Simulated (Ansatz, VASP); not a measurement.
Mg in VASP and in Ansatz

```
CELL_PARAMETERS angstrom
-1.85628 1.85628 1.62257
1.85628 -1.85628 1.62257
1.85628 1.85628 -1.62257
ATOMIC_POSITIONS crystal
Mg 0.00000 0.00000 0.00000
```

Alike in both runs: task single point; functional PBE; k mesh 20 × 20 × 20; occupations gaussian, width 0.15 eV; no spin polarisation.

|  | VASP | Ansatz |
| --- | --- | --- |
| version | VASP 6.6.1 | Ansatz 0.2.0 |
| potentials or method | VASP PAW PBE potentials, release 64 (Mg), cutoff 520 eV | scalar-relativistic, plane waves, PAW |
| valence electrons in the cell | 2 | 10 |

|  | VASP | Ansatz | Ansatz less VASP |
| --- | --- | --- | --- |
| gap on the k mesh at the Fermi level (eV) | none | none | - |
| pressure (GPa) | 1.1 | 1.2 | +0.12 |
| traceless stress, the component that is largest in VASP (GPa) | 0.74 | 0.75 | +0.005 |

A gap of «none» marks a metal or a gap that the smearing closes. With one functional, cell and mesh, what is left measures potentials, basis and numerics. VASP's potentials hold 2 valence electrons a cell and Ansatz's 10, so a difference there can come from the potentials and not from the codes.
